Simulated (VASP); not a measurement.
# KBr in VASP: a series of runs

KBr is run at these levels: r2SCAN; tasks: single point.

All numbers are computed with VASP 6.6.1; they aren't measurements. Logs are shortened: lines on timing, memory, paths and dates and some standing lists are left out, and cuts for length are marked.

## (1) The cell of the first run

It takes space group F-43m (No. 216, cubic). The conventional cell has a = 7.258 Å, b = 7.258 Å, c = 7.258 Å, α = 90.00°, β = 90.00°, γ = 90.00°. K (site symmetry -43m) has 4 Br at 3.14 Å within 4.1 Å. Br (site symmetry -43m) has 4 K at 3.14 Å within 4.1 Å.

## (2) Single point, r2SCAN (strain -1.6%)

POSCAR reads:

```
KBr
1.0
    0.0000000000      3.6289176602      3.6289176602
    3.6289176602      0.0000000000      3.6289176602
    3.6289176602      3.6289176602      0.0000000000
K Br
1 1
Direct
    0.0000000000      0.0000000000      0.0000000000
    0.2500000000      0.2500000000      0.2500000000
```

INCAR.step1 reads:

```
SYSTEM = KBr
PREC     = Accurate       ! precision mode
ENCUT    = 520            ! plane-wave cutoff, eV
ISMEAR   = 0              ! smearing method
SIGMA    = 0.01           ! smearing width, eV
LREAL    = .False.        ! projectors in reciprocal space
LASPH    = .True.         ! aspherical terms in the spheres
NELM     = 60             ! most SCF steps
NBANDS   = 15             ! bands
GGA      = PE             ! functional
ALGO     = Normal         ! electronic algorithm
EDIFF    = 1E-4           ! SCF threshold, eV
LWAVE    = .True.         ! write WAVECAR
LCHARG   = .False.        ! write CHGCAR
```

INCAR.step2 reads:

```
SYSTEM = KBr
PREC     = Accurate       ! precision mode
ENCUT    = 520            ! plane-wave cutoff, eV
EDIFF    = 1E-6           ! SCF threshold, eV
ISMEAR   = 0              ! smearing method
SIGMA    = 0.01           ! smearing width, eV
LREAL    = .False.        ! projectors in reciprocal space
LASPH    = .True.         ! aspherical terms in the spheres
NELM     = 60             ! most SCF steps
ALGO     = Normal         ! electronic algorithm
ISIF     = 2              ! what is computed and relaxed
LWAVE    = .False.        ! write WAVECAR
LCHARG   = .True.         ! write CHGCAR
METAGGA  = R2SCAN         ! meta-GGA
LMIXTAU  = .True.       
LELF     = .True.         ! ELF
LVHAR    = .True.       
NBANDS   = 15             ! bands
ISTART   = 1
```

KPOINTS reads:

```
Automatic mesh
0
Gamma
  6 6 6
  0 0 0
```

Potentials or basis: VASP PAW PBE potentials, release 64 (K_sv, Br).

On the command line:

```sh
cat potpaw_PBE.64/K_sv/POTCAR potpaw_PBE.64/Br/POTCAR > POTCAR
cp INCAR.step1 INCAR
mpirun -np 1 vasp_std > vasp.out
cp INCAR.step2 INCAR
mpirun -np 1 vasp_std > vasp.out
```

OUTCAR:

```text
SYSTEM = KBr
   PREC = Accurate
   ENCUT = 520
   EDIFF = 1E-6
   ISMEAR = 0
   LREAL = .False.
   LASPH = .True.
   NELM = 60
   ISIF = 2
   METAGGA = R2SCAN
   ISTART = 1

 ion  position               nearest neighbor table
   1  0.000  0.000  0.000-   2 3.14   2 3.14   2 3.14   2 3.14
   2  0.250  0.250  0.250-   1 3.14   1 3.14   1 3.14   1 3.14

  LATTYP: Found a face centered cubic cell.
 ALAT       =     7.2578353204

  Lattice vectors:

 A1 = (   0.0000000000,   3.6289176602,   3.6289176602)
 A2 = (   3.6289176602,   0.0000000000,   3.6289176602)
 A3 = (   3.6289176602,   3.6289176602,   0.0000000000)

Analysis of symmetry for initial positions (statically):
=====================================================================
 Subroutine PRICEL returns:
 Original cell was already a primitive cell.

 Routine SETGRP: Setting up the symmetry group for a
 face centered cubic supercell.

 Subroutine GETGRP returns: Found 24 space group operations
 (whereof 24 operations were pure point group operations)
 out of a pool of 48 trial point group operations.

The static configuration has the point symmetry T_d .

Analysis of symmetry for dynamics (positions and initial velocities):
=====================================================================
 Subroutine PRICEL returns:
 Original cell was already a primitive cell.

 Routine SETGRP: Setting up the symmetry group for a
 face centered cubic supercell.

 Subroutine GETGRP returns: Found 24 space group operations
 (whereof 24 operations were pure point group operations)
 out of a pool of 48 trial point group operations.

The dynamic configuration has the point symmetry T_d .

 Subroutine INISYM returns: Found 24 space group operations
 (whereof 24 operations are pure point group operations),
 and found     1 'primitive' translations

----------------------------------------------------------------------------------------

                                     Primitive cell

  volume of cell :      95.5787

  direct lattice vectors                    reciprocal lattice vectors
     0.000000000  3.628917660  3.628917660    -0.137782129  0.137782129  0.137782129
     3.628917660  0.000000000  3.628917660     0.137782129 -0.137782129  0.137782129
     3.628917660  3.628917660  0.000000000     0.137782129  0.137782129 -0.137782129

  length of vectors
     5.132064572  5.132064572  5.132064572     0.238645647  0.238645647  0.238645647

  position of ions in fractional coordinates (direct lattice)
     0.000000000  0.000000000  0.000000000
     0.250000000  0.250000000  0.250000000

  ion indices of the primitive-cell ions
   primitive index   ion index
                 1           1
                 2           2

----------------------------------------------------------------------------------------

 KPOINTS: Automatic mesh

Automatic generation of k-mesh.
 Grid dimensions read from file:
 generate k-points for:    6    6    6

 Generating k-lattice:

  Cartesian coordinates                     Fractional coordinates (reciprocal lattice)
    -0.022963688  0.022963688  0.022963688     0.166666667  0.000000000  0.000000000
     0.022963688 -0.022963688  0.022963688     0.000000000  0.166666667  0.000000000
     0.022963688  0.022963688 -0.022963688     0.000000000  0.000000000  0.166666667

  Length of vectors
     0.039774275  0.039774275  0.039774275

  Shift w.r.t. Gamma in fractional coordinates (k-lattice)
     0.000000000  0.000000000  0.000000000

 Subroutine IBZKPT returns following result:
 ===========================================

 Found     16 irreducible k-points:

 Following reciprocal coordinates:
            Coordinates               Weight
  0.000000  0.000000  0.000000      1.000000
  0.166667  0.000000  0.000000      8.000000
  0.333333  0.000000  0.000000      8.000000
  0.500000  0.000000  0.000000      4.000000
  0.166667  0.166667  0.000000      6.000000
  0.333333  0.166667  0.000000     24.000000
[... 8 lines left out ...]
 -0.333333  0.333333  0.166667     24.000000
 -0.333333  0.500000  0.166667     12.000000
   k-points           NKPTS =     16   k-points in BZ     NKDIM =     16   number of bands    NBANDS=     15
   number of dos      NEDOS =    301   number of ions     NIONS =      2
   total plane-waves  NPLWV =  64000
   dimension x,y,z NGX =    40 NGY =   40 NGZ =   40
   dimension x,y,z NGXF=    80 NGYF=   80 NGZF=   80
   ions per type =               1   1
   NGX,Y,Z   is equivalent  to a cutoff of  12.96, 12.96, 12.96 a.u.
   NGXF,Y,Z  is equivalent  to a cutoff of  25.91, 25.91, 25.91 a.u.
 SYSTEM =  KBr
   PREC   = accura    normal or accurate (medium, high low for compatibility)
   ISTART =      1    job   : 0-new  1-cont  2-samecut
   ICHARG =      0    charge: 1-file 2-atom 10-const
   ISPIN  =      1    spin polarized calculation?
   LNONCOLLINEAR =      F non collinear calculations
   LSORBIT =      F    spin-orbit coupling
   LASPH  =      T    aspherical Exc in radial PAW
   ENCUT  =  520.0 eV  38.22 Ry    6.18 a.u.   9.54  9.54  9.54*2*pi/ulx,y,z
   NELM   =     60;   NELMIN=  2; NELMDL=  0     # of ELM steps
   EDIFF  = 0.1E-05   stopping-criterion for ELM
   LREAL  =      F    real-space projection
   EDIFFG = 0.1E-04   stopping-criterion for IOM
   NSW    =      0    number of steps for IOM
   IBRION =     -1    ionic relax: 0-MD 1-quasi-New 2-CG
   NFREE  =      0    steps in history (QN), initial steepest desc. (CG)
   ISIF   =      2    stress and relaxation
   ISYM   =      2    0-nonsym 1-usesym 2-fastsym
   POTIM  = 0.5000    time-step for ionic-motion
   TEBEG  =    0.0;   TEEND  =   0.0 temperature during run
   PSTRESS=    0.0 pullay stress
   NELECT =      16.0000    total number of electrons
   NUPDOWN=      -1.0000    fix difference up-down
   EMIN   =  10.00;   EMAX   =-10.00  energy-range for DOS
   EFERMI =   0.00;   METHOD = LEGACY
   ISMEAR =     0;   SIGMA  =   0.01  broadening in eV -4-tet -1-fermi 0-gaus
   EFERMI_NEDOS =   21; number of points for ismear=-14 and -15
   IALGO  =     38    algorithm
   IMIX   =      4    mixing-type and parameters
     AMIX     =   0.40;   BMIX     =  1.00
     AMIX_MAG =   1.60;   BMIX_MAG =  1.00
  volume/ion in A,a.u.               =      47.79       322.50
  Fermi-wavevector in a.u.,A,eV,Ry     =   0.902252  1.705008 11.075933  0.814058
  Thomas-Fermi vector in A             =   2.025432
   LORBIT       =      0    0 simple, 1 ext, 2 COOP (PROOUT), +10 PAW based schemes
   METAGGA = R2SCAN    functional components
   LHFCALC =     F    Hartree Fock is set to
   AEXX    =    0.0000 exact exchange contribution
   IVDW    =     0    specifies the selected vdW correction
   LEPSILON=     F    determine dielectric tensor
   LRPA    =     F    only Hartree local field effects (RPA)
 non-spin polarized calculation
 Gauss-broadening in eV      SIGMA  =   0.01
  energy-cutoff  :      520.00
  volume of cell :       95.58
 maximum number of plane-waves:      2637
 NGX is ok and might be reduce to    40
   NGX = 19   NGY = 19   NGZ = 19

 number of electron      16.0000000 magnetization

 Free energy of the ion-electron system (eV)
  ---------------------------------------------------
  ext. energy  EPLUGINS =         0.00000000
  ---------------------------------------------------
  free energy    TOTEN  =       -22.95863960 eV

  energy without entropy =      -22.95863960  energy(sigma->0) =      -22.95863960

 E-fermi :  -3.3210     XC(G=0):  -6.3742

 val. band max:       -3.3996481892   @ k =  -0.3333   0.1667   0.0000
 cond. band min:       1.5151028227   @ k =   0.0000   0.0000   0.0000
 fundamental gap:      4.9147510118
 Fermi energy:        -3.3209993872

 k-point     1 :       0.0000    0.0000    0.0000
  band No.  band energies     occupation
      1     -32.1813      2.00000
      2     -15.7271      2.00000
      3     -14.9117      2.00000
      4     -14.9117      2.00000
      5     -14.9117      2.00000
      6      -3.4205      2.00000
      7      -3.4205      2.00000
      8      -3.4205      2.00000
      9       1.5151      0.00000
     10       6.0323      0.00000
     11       6.0323      0.00000
     12       7.0871      0.00000
     13       7.0871      0.00000
     14       7.0871      0.00000
     15       8.0162      0.00000

 k-point     2 :       0.1667    0.0000    0.0000
  band No.  band energies     occupation
      1     -32.1808      2.00000
      2     -15.7863      2.00000
      3     -14.9137      2.00000
      4     -14.9137      2.00000
      5     -14.8448      2.00000
      6      -3.5382      2.00000
      7      -3.4153      2.00000
      8      -3.4153      2.00000
      9       1.9623      0.00000
     10       5.7440      0.00000
     11       5.7440      0.00000
     12       6.6614      0.00000
     13       7.2104      0.00000
     14       7.6548      0.00000
     15       7.6548      0.00000

 k-point     3 :       0.3333    0.0000    0.0000
  band No.  band energies     occupation
      1     -32.1798      2.00000
      2     -15.8840      2.00000
      3     -14.9177      2.00000
      4     -14.9177      2.00000
      5     -14.7323      2.00000
      6      -3.7292      2.00000
      7      -3.4055      2.00000
      8      -3.4055      2.00000
      9       2.9619      0.00000
     10       5.3132      0.00000
     11       5.5655      0.00000
     12       5.5655      0.00000
     13       7.1717      0.00000
     14       7.3770      0.00000
     15       7.3770      0.00000

 k-point     4 :       0.5000    0.0000    0.0000
  band No.  band energies     occupation
      1     -32.1793      2.00000
      2     -15.9259      2.00000
      3     -14.9197      2.00000
      4     -14.9197      2.00000
      5     -14.6832      2.00000
      6      -3.8076      2.00000
      7      -3.4010      2.00000
      8      -3.4010      2.00000
      9       3.8967      0.00000
     10       4.2242      0.00000
     11       5.5722      0.00000
     12       5.5722      0.00000
     13       7.1268      0.00000
     14       7.1268      0.00000
     15       7.8988      0.00000
[... 163 lines left out ...]
 k-point    14 :       0.5000    0.3333    0.1667
  band No.  band energies     occupation
      1     -32.1792      2.00000
      2     -15.9367      2.00000
      3     -14.9329      2.00000
      4     -14.9242      2.00000
      5     -14.6535      2.00000
      6      -3.7276      2.00000
      7      -3.5002      2.00000
      8      -3.4092      2.00000
      9       3.4059      0.00000
     10       4.4759      0.00000
     11       5.6901      0.00000
     12       6.1438      0.00000
     13       7.3162      0.00000
     14       7.5560      0.00000
     15       7.8988      0.00000

 k-point    15 :      -0.3333    0.3333    0.1667
  band No.  band energies     occupation
      1     -32.1788      2.00000
      2     -15.9611      2.00000
      3     -14.9378      2.00000
      4     -14.9269      2.00000
      5     -14.6195      2.00000
      6      -3.6926      2.00000
      7      -3.5785      2.00000
      8      -3.4106      2.00000
      9       3.5741      0.00000
     10       4.4391      0.00000
     11       5.7150      0.00000
     12       6.2053      0.00000
     13       7.1741      0.00000
     14       7.6778      0.00000
     15       7.9221      0.00000

 k-point    16 :      -0.3333    0.5000    0.1667
  band No.  band energies     occupation
      1     -32.1787      2.00000
      2     -15.9731      2.00000
      3     -14.9366      2.00000
      4     -14.9313      2.00000
      5     -14.6031      2.00000
      6      -3.7514      2.00000
      7      -3.5263      2.00000
      8      -3.4187      2.00000
      9       3.3493      0.00000
     10       4.4489      0.00000
     11       6.4528      0.00000
     12       6.6706      0.00000
     13       6.8530      0.00000
     14       7.3103      0.00000
     15       7.8489      0.00000

------------------------ aborting loop because EDIFF is reached ----------------------------------------

  FORCE on cell =-STRESS in cart. coord.  units (eV):
  Direction    XX          YY          ZZ          XY          YZ          ZX
  --------------------------------------------------------------------------------------
  -------------------------------------------------------------------------------------
  Total        0.3369890      0.3369890      0.3369890      0.0000000      0.0000000      0.0000000
  in kB        5.6489138      5.6489138      5.6489138      0.0000000      0.0000000      0.0000000
  external PRESSURE =       5.6489138 kB  Pullay stress =       0.0000000 kB

 VOLUME and BASIS-vectors are now :
 -----------------------------------------------------------------------------
  energy-cutoff  :      520.00
  volume of cell :       95.58
      direct lattice vectors                 reciprocal lattice vectors
     0.000000000  3.628917660  3.628917660    -0.137782129  0.137782129  0.137782129
     3.628917660  0.000000000  3.628917660     0.137782129 -0.137782129  0.137782129
     3.628917660  3.628917660  0.000000000     0.137782129  0.137782129 -0.137782129

 POSITION                                       TOTAL-FORCE (eV/Angst)
 -----------------------------------------------------------------------------------
      0.00000      0.00000      0.00000        -0.000000     -0.000000     -0.000000
      1.81446      1.81446      1.81446         0.000000      0.000000      0.000000
 -----------------------------------------------------------------------------------
    total drift:                               -0.000000     -0.000000     -0.000000

  FREE ENERGIE OF THE ION-ELECTRON SYSTEM (eV)
  ---------------------------------------------------
  free  energy   TOTEN  =       -22.9586396005 eV

  energy  without entropy=      -22.9586396005  energy(sigma->0) =      -22.95863960
```

Run time: 62 s. Hardware: 1 thread of Intel Xeon 6975P-C (Granite Rapids), shared host; peak memory 0.26 GiB.

Results:

```
Free energy            : -22.9586 eV
Pressure               : 0.6 GPa
Band gap on the k mesh : 4.91 eV (least direct gap 4.94 eV)
```

Caveat: the cell differs from its parent crystal (strain -1.6%); the PAW data sets were made with another functional, which shifts forces and pressure a little. A k mesh can miss the band edges.

## (3) Single point, r2SCAN (shear xy strain -2.2%)

POSCAR reads:

```
KBr
1.0
   -0.0409401220      3.6882992785      3.6882992785
    3.6882992785     -0.0409401220      3.6882992785
    3.6473591566      3.6473591566      0.0000000000
K Br
1 1
Direct
   -0.0025279309     -0.0025279309      0.0025279309
    0.2525279309      0.2525279309      0.2474720691
```

INCAR.step1 reads:

```
PREC = Accurate ; ENCUT = 520
ISMEAR = 0 ; SIGMA = 0.01
LREAL = F ; LASPH = T
NELM = 80 ; NBANDS = 15
GGA = PE ; ALGO = Normal
EDIFF = 1E-4 ; LWAVE = T
LCHARG = F
```

INCAR.step2 reads:

```
PREC = Accurate ; ENCUT = 520
EDIFF = 1E-6 ; ISMEAR = 0
SIGMA = 0.01 ; LREAL = F
LASPH = T ; NELM = 80
ALGO = Normal ; ISIF = 2
LWAVE = F ; LCHARG = F
METAGGA = R2SCAN ; LMIXTAU = T
NBANDS = 15 ; ISTART = 1
```

KPOINTS reads:

```
regular mesh
0
Gamma
  6 6 6
```

Potentials or basis: VASP PAW PBE potentials, release 64 (K_sv, Br).

On the command line:

```sh
cat potpaw_PBE.64/K_sv/POTCAR potpaw_PBE.64/Br/POTCAR > POTCAR
cp INCAR.step1 INCAR
mpirun -np 1 vasp_std > vasp.out
cp INCAR.step2 INCAR
mpirun -np 1 vasp_std > vasp.out
```

It took 1.9 min on 1 thread of Intel Xeon 6975P-C (Granite Rapids), shared host; peak memory 0.29 GiB.

Results (log left out):

```yaml
Free_energy: -22.9671 eV
Pressure: 0.0 GPa
Band_gap_on_the_k_mesh: 4.83 eV (least direct gap 4.84 eV)
```

Levels at points of the mesh, in eV from the valence-band top:
| k point | band 6 | band 7 | band 8 | band 9 | band 10 | band 11 |
| --- | --- | --- | --- | --- | --- | --- |
| (0.00, 0.00, 0.00) | -0.04 | -0.03 | -0.01 | 4.83 | 9.34 | 9.34 |
| (0.50, 0.00, 0.00) | -0.40 | -0.01 | 0.00 | 7.15 | 7.45 | 8.81 |
| (0.50, 0.50, 0.00) | -0.43 | -0.05 | -0.01 | 6.51 | 7.76 | 9.86 |
| (0.00, 0.00, 0.50) | -0.39 | -0.03 | -0.02 | 7.18 | 7.49 | 8.78 |
| (0.50, 0.00, 0.50) | -0.43 | -0.03 | -0.03 | 6.51 | 7.76 | 9.86 |

Caveat: the cell differs from its parent crystal (shear xy strain -2.2%); the PAW data sets were made with another functional, which shifts forces and pressure a little. A k mesh can miss the band edges.
